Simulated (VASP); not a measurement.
# SiPtF6 (Fm-3m) in VASP: single point with PBE

Aim: the single point of SiPtF6 with PBE.

Program: VASP 6.6.1. These are calculated values, not measurements. Logs are shortened: lines on timing, memory, paths and dates and some standing lists are left out, and cuts for length are marked.

### 1 The cell of the first run

It takes space group Fm-3m (No. 225, cubic). Conventional cell: a = 7.911 Å, b = 7.911 Å, c = 7.911 Å, α = 90.00°, β = 90.00°, γ = 90.00°. F (site symmetry 4mm) has 1 Pt at 1.98 Å and 1 Si at 1.98 Å within 2.6 Å. Within 2.6 Å of Pt (site symmetry m-3m) lie 6 F at 1.98 Å. Si (site symmetry m-3m) has 6 F at 1.98 Å within 2.6 Å.

### 2 Single point, PBE

The input, INCAR:

```
ALGO     = Normal         # electronic algorithm
EDIFF    = 1E-7           # SCF threshold, eV
ENCUT    = 520            # plane-wave cutoff, eV
GGA      = PE             # functional
ISIF     = 2              # what is computed and relaxed
ISMEAR   = -1             # smearing method
LASPH    = True           # aspherical terms in the spheres
LCHARG   = False          # write CHGCAR
LREAL    = False          # projectors in reciprocal space
LWAVE    = False          # write WAVECAR
NBANDS   = 38             # bands
NELM     = 100            # most SCF steps
PREC     = Accurate       # precision mode
SIGMA    = 0.1            # smearing width, eV
```

The input, KPOINTS:

```
k-points
0
Gamma
  8 8 8
```

The input, POSCAR:

```
SiPtF6
1.0
    0.0000000000      3.9555880000      3.9555880000
    3.9555880000      0.0000000000      3.9555880000
    3.9555880000      3.9555880000      0.0000000000
F Pt Si
6 1 1
Direct
    0.7500000000      0.2500000000      0.2500000000
    0.2500000000      0.7500000000      0.2500000000
    0.2500000000      0.7500000000      0.7500000000
    0.7500000000      0.2500000000      0.7500000000
    0.2500000000      0.2500000000      0.7500000000
    0.7500000000      0.7500000000      0.2500000000
    0.5000000000      0.5000000000      0.5000000000
    0.0000000000      0.0000000000      0.0000000000
```

Potentials or basis: VASP PAW PBE potentials, release 64 (F, Pt, Si).

Command:

```sh
$ cat potpaw_PBE.64/F/POTCAR potpaw_PBE.64/Pt/POTCAR potpaw_PBE.64/Si/POTCAR > POTCAR
$ mpirun -np 1 vasp_std > vasp.out
```

OUTCAR:

```text
EDIFF = 1E-7
   ENCUT = 520
   GGA = PE
   ISIF = 2
   ISMEAR = -1
   LASPH = True
   LREAL = False
   NELM = 100
   PREC = Accurate

 ion  position               nearest neighbor table
   1  0.750  0.250  0.250-   7 1.98   8 1.98
   2  0.250  0.750  0.250-   7 1.98   8 1.98
   3  0.250  0.750  0.750-   7 1.98   8 1.98
   4  0.750  0.250  0.750-   7 1.98   8 1.98
   5  0.250  0.250  0.750-   7 1.98   8 1.98
   6  0.750  0.750  0.250-   7 1.98   8 1.98
   7  0.500  0.500  0.500-   1 1.98   2 1.98   3 1.98   4 1.98   5 1.98   6 1.98
   8  0.000  0.000  0.000-   1 1.98   2 1.98   3 1.98   4 1.98   5 1.98   6 1.98

  LATTYP: Found a face centered cubic cell.
 ALAT       =     7.9111760000

  Lattice vectors:

 A1 = (   0.0000000000,   3.9555880000,   3.9555880000)
 A2 = (   3.9555880000,   0.0000000000,   3.9555880000)
 A3 = (   3.9555880000,   3.9555880000,   0.0000000000)

Analysis of symmetry for initial positions (statically):
=====================================================================
 Subroutine PRICEL returns:
 Original cell was already a primitive cell.

 Routine SETGRP: Setting up the symmetry group for a
 face centered cubic supercell.

 Subroutine GETGRP returns: Found 48 space group operations
 (whereof 48 operations were pure point group operations)
 out of a pool of 48 trial point group operations.

The static configuration has the point symmetry O_h .

Analysis of symmetry for dynamics (positions and initial velocities):
=====================================================================
 Subroutine PRICEL returns:
 Original cell was already a primitive cell.

 Routine SETGRP: Setting up the symmetry group for a
 face centered cubic supercell.

 Subroutine GETGRP returns: Found 48 space group operations
 (whereof 48 operations were pure point group operations)
 out of a pool of 48 trial point group operations.

The dynamic configuration has the point symmetry O_h .

 Subroutine INISYM returns: Found 48 space group operations
 (whereof 48 operations are pure point group operations),
 and found     1 'primitive' translations

----------------------------------------------------------------------------------------

                                     Primitive cell

  volume of cell :     123.7836

  direct lattice vectors                    reciprocal lattice vectors
     0.000000000  3.955588000  3.955588000    -0.126403458  0.126403458  0.126403458
     3.955588000  0.000000000  3.955588000     0.126403458 -0.126403458  0.126403458
     3.955588000  3.955588000  0.000000000     0.126403458  0.126403458 -0.126403458

  length of vectors
     5.594046197  5.594046197  5.594046197     0.218937211  0.218937211  0.218937211

  position of ions in fractional coordinates (direct lattice)
     0.750000000  0.250000000  0.250000000
     0.250000000  0.750000000  0.250000000
     0.250000000  0.750000000  0.750000000
     0.750000000  0.250000000  0.750000000
     0.250000000  0.250000000  0.750000000
     0.750000000  0.750000000  0.250000000
     0.500000000  0.500000000  0.500000000
     0.000000000  0.000000000  0.000000000

  ion indices of the primitive-cell ions
   primitive index   ion index
                 1           1
                 2           2
                 3           3
                 4           4
                 5           5
                 6           6
                 7           7
                 8           8

----------------------------------------------------------------------------------------

 KPOINTS: k-points

Automatic generation of k-mesh.
 Grid dimensions read from file:
 generate k-points for:    8    8    8

 Generating k-lattice:

  Cartesian coordinates                     Fractional coordinates (reciprocal lattice)
    -0.015800432  0.015800432  0.015800432     0.125000000  0.000000000  0.000000000
     0.015800432 -0.015800432  0.015800432     0.000000000  0.125000000  0.000000000
     0.015800432  0.015800432 -0.015800432     0.000000000  0.000000000  0.125000000

  Length of vectors
     0.027367151  0.027367151  0.027367151

  Shift w.r.t. Gamma in fractional coordinates (k-lattice)
     0.000000000  0.000000000  0.000000000

 Subroutine IBZKPT returns following result:
 ===========================================

 Found     29 irreducible k-points:

 Following reciprocal coordinates:
            Coordinates               Weight
  0.000000  0.000000  0.000000      1.000000
  0.125000  0.000000  0.000000      8.000000
  0.250000  0.000000  0.000000      8.000000
  0.375000  0.000000  0.000000      8.000000
  0.500000  0.000000  0.000000      4.000000
  0.125000  0.125000  0.000000      6.000000
[... 16 lines left out ...]
  0.500000  0.250000  0.125000     48.000000
 -0.375000  0.250000  0.125000     24.000000
 [... further k-points ...]
   k-points           NKPTS =     29   k-points in BZ     NKDIM =     29   number of bands    NBANDS=     38
   number of dos      NEDOS =    301   number of ions     NIONS =      8
   total plane-waves  NPLWV =  74088
   dimension x,y,z NGX =    42 NGY =   42 NGZ =   42
   dimension x,y,z NGXF=    84 NGYF=   84 NGZF=   84
   ions per type =               6   1   1
   NGX,Y,Z   is equivalent  to a cutoff of  12.48, 12.48, 12.48 a.u.
   NGXF,Y,Z  is equivalent  to a cutoff of  24.96, 24.96, 24.96 a.u.
 SYSTEM =  unknown system
   PREC   = accura    normal or accurate (medium, high low for compatibility)
   ISTART =      0    job   : 0-new  1-cont  2-samecut
   ICHARG =      2    charge: 1-file 2-atom 10-const
   ISPIN  =      1    spin polarized calculation?
   LNONCOLLINEAR =      F non collinear calculations
   LSORBIT =      F    spin-orbit coupling
   LASPH  =      T    aspherical Exc in radial PAW
   ENCUT  =  520.0 eV  38.22 Ry    6.18 a.u.  10.40 10.40 10.40*2*pi/ulx,y,z
   NELM   =    100;   NELMIN=  2; NELMDL= -5     # of ELM steps
   EDIFF  = 0.1E-06   stopping-criterion for ELM
   LREAL  =      F    real-space projection
   EDIFFG = 0.1E-05   stopping-criterion for IOM
   NSW    =      0    number of steps for IOM
   IBRION =     -1    ionic relax: 0-MD 1-quasi-New 2-CG
   NFREE  =      0    steps in history (QN), initial steepest desc. (CG)
   ISIF   =      2    stress and relaxation
   ISYM   =      2    0-nonsym 1-usesym 2-fastsym
   POTIM  = 0.5000    time-step for ionic-motion
   TEBEG  =    0.0;   TEEND  =   0.0 temperature during run
   PSTRESS=    0.0 pullay stress
   NELECT =      56.0000    total number of electrons
   NUPDOWN=      -1.0000    fix difference up-down
   EMIN   =  10.00;   EMAX   =-10.00  energy-range for DOS
   EFERMI =   0.00;   METHOD = LEGACY
   ISMEAR =    -1;   SIGMA  =   0.10  broadening in eV -4-tet -1-fermi 0-gaus
   EFERMI_NEDOS =   21; number of points for ismear=-14 and -15
   IALGO  =     38    algorithm
   IMIX   =      4    mixing-type and parameters
     AMIX     =   0.40;   BMIX     =  1.00
     AMIX_MAG =   1.60;   BMIX_MAG =  1.00
  volume/ion in A,a.u.               =      15.47       104.42
  Fermi-wavevector in a.u.,A,eV,Ry     =   1.256753  2.374918 21.489410  1.579427
  Thomas-Fermi vector in A             =   2.390445
   LORBIT       =      0    0 simple, 1 ext, 2 COOP (PROOUT), +10 PAW based schemes
   GGA     = PE    functional components
   LHFCALC =     F    Hartree Fock is set to
   AEXX    =    0.0000 exact exchange contribution
   IVDW    =     0    specifies the selected vdW correction
   LEPSILON=     F    determine dielectric tensor
   LRPA    =     F    only Hartree local field effects (RPA)
 non-spin polarized calculation
  energy-cutoff  :      520.00
  volume of cell :      123.78
 maximum number of plane-waves:      3383
 NGX is ok and might be reduce to    42
   NGX = 21   NGY = 21   NGZ = 21

 number of electron      56.0000091 magnetization

 Free energy of the ion-electron system (eV)
  ---------------------------------------------------
  ext. energy  EPLUGINS =         0.00000000
  ---------------------------------------------------
  free energy    TOTEN  =       -35.65041374 eV

  energy without entropy =      -35.61707820  energy(sigma->0) =      -35.63374597

 E-fermi :   1.5691     XC(G=0):  -8.4731

 val. band max:        1.5189472263   @ k =   0.2500   0.0000   0.0000
 cond. band min:       1.7369698675   @ k =  -0.2500   0.2500   0.0000
 fundamental gap:      0.2180226412
 Fermi energy:         1.5690837982

 k-point     1 :       0.0000    0.0000    0.0000
  band No.  band energies     occupation
      1     -23.5061      2.00000
      2     -22.7879      2.00000
      3     -22.7879      2.00000
      4     -22.7879      2.00000
      5     -22.7802      2.00000
      6     -22.7802      2.00000
[... 30 lines left out ...]
     37      12.3455      0.00000
     38      12.3457      0.00000

 k-point     2 :       0.1250    0.0000    0.0000
  band No.  band energies     occupation
      1     -23.4809      2.00000
      2     -22.8336      2.00000
      3     -22.8336      2.00000
      4     -22.8181      2.00000
      5     -22.7333      2.00000
      6     -22.7333      2.00000
[... 30 lines left out ...]
     37      12.3504      0.00000
     38      12.3506      0.00000

 k-point     3 :       0.2500    0.0000    0.0000
  band No.  band energies     occupation
      1     -23.4089      2.00000
      2     -22.9022      2.00000
      3     -22.8754      2.00000
      4     -22.8754      2.00000
      5     -22.6905      2.00000
      6     -22.6905      2.00000
[... 30 lines left out ...]
     37      12.2454      0.00000
     38      12.2456      0.00000

 k-point     4 :       0.3750    0.0000    0.0000
  band No.  band energies     occupation
      1     -23.2983      2.00000
      2     -23.0242      2.00000
      3     -22.9031      2.00000
      4     -22.9031      2.00000
      5     -22.6616      2.00000
      6     -22.6616      2.00000
[... 30 lines left out ...]
     37      11.9780      0.00000
     38      11.9782      0.00000
[... 703 lines left out ...]
      4     -22.7937      2.00000
      5     -22.7514      2.00000
      6     -22.6766      2.00000
[... 30 lines left out ...]
     37      12.0149      0.00000
     38      12.3270      0.00000

 k-point    23 :       0.5000    0.2500    0.1250
  band No.  band energies     occupation
      1     -23.2734      2.00000
      2     -23.0648      2.00000
      3     -22.8981      2.00000
      4     -22.8299      2.00000
      5     -22.7243      2.00000
      6     -22.6650      2.00000
[... 30 lines left out ...]
     37      11.6623      0.00000
     38      12.2907      0.00000

 k-point    24 :      -0.3750    0.2500    0.1250
  band No.  band energies     occupation
      1     -23.1934      2.00000
      2     -23.1396      2.00000
      3     -22.8979      2.00000
      4     -22.8562      2.00000
      5     -22.7063      2.00000
      6     -22.6648      2.00000
[... 30 lines left out ...]
     37      11.4747      0.00000
     38      12.1962      0.00000

 [... further k-points ...]
[... 5 lines left out ...]
  --------------------------------------------------------------------------------------
  -------------------------------------------------------------------------------------
  Total        2.8094559      2.8094559      2.8094559      0.0000000      0.0000000     -0.0000000
  in kB       36.3638335     36.3638335     36.3638335      0.0000000      0.0000000     -0.0000000
  external PRESSURE =      36.3638335 kB  Pullay stress =       0.0000000 kB

 VOLUME and BASIS-vectors are now :
 -----------------------------------------------------------------------------
  energy-cutoff  :      520.00
  volume of cell :      123.78
      direct lattice vectors                 reciprocal lattice vectors
     0.000000000  3.955588000  3.955588000    -0.126403458  0.126403458  0.126403458
     3.955588000  0.000000000  3.955588000     0.126403458 -0.126403458  0.126403458
     3.955588000  3.955588000  0.000000000     0.126403458  0.126403458 -0.126403458

 POSITION                                       TOTAL-FORCE (eV/Angst)
 -----------------------------------------------------------------------------------
      1.97779      3.95559      3.95559        -2.426605      0.000000      0.000000
      3.95559      1.97779      3.95559         0.000000     -2.426605      0.000000
      5.93338      3.95559      3.95559         2.426605      0.000000      0.000000
      3.95559      5.93338      3.95559         0.000000      2.426605      0.000000
      3.95559      3.95559      1.97779         0.000000      0.000000     -2.426605
      3.95559      3.95559      5.93338         0.000000      0.000000      2.426605
      3.95559      3.95559      3.95559        -0.000000     -0.000000     -0.000000
      0.00000      0.00000      0.00000         0.000000      0.000000     -0.000000
 -----------------------------------------------------------------------------------
    total drift:                                0.000000      0.000000      0.000000

  FREE ENERGIE OF THE ION-ELECTRON SYSTEM (eV)
  ---------------------------------------------------
  free  energy   TOTEN  =       -35.6504137414 eV

  energy  without entropy=      -35.6170781967  energy(sigma->0) =      -35.63374597
```

Run time: 3.3 min. Hardware: 1 thread of Oxide Virtual Turin-like, shared host; peak memory 0.28 GiB.

Results:

| Item | Value |
| --- | --- |
| Free energy | -35.6504 eV |
| Pressure | 3.6 GPa |
| Band gap on the k mesh | zero (bands 28 and 29 overlap by 0.10 eV) |

Levels at points of the mesh, in eV from the Fermi level:
```tsv
k point	band 25	band 26	band 27	band 28	band 29	band 30	band 31	band 32
(0.00, 0.00, 0.00)	-2.12	-2.12	-2.12	-0.81	0.81	0.81	5.18	5.78
(0.50, 0.00, 0.00)	-2.03	-1.88	-1.88	0.19	0.19	0.80	3.88	6.88
(0.50, 0.50, 0.00)	-2.29	-2.12	-1.68	-1.68	0.82	3.12	5.66	5.95
```

Caveat: the cell stands under pressure; spin-orbit coupling is left out, which moves the levels of the heavy elements.

The gap in the log of VASP goes by the Fermi energy; the results here count the filled bands.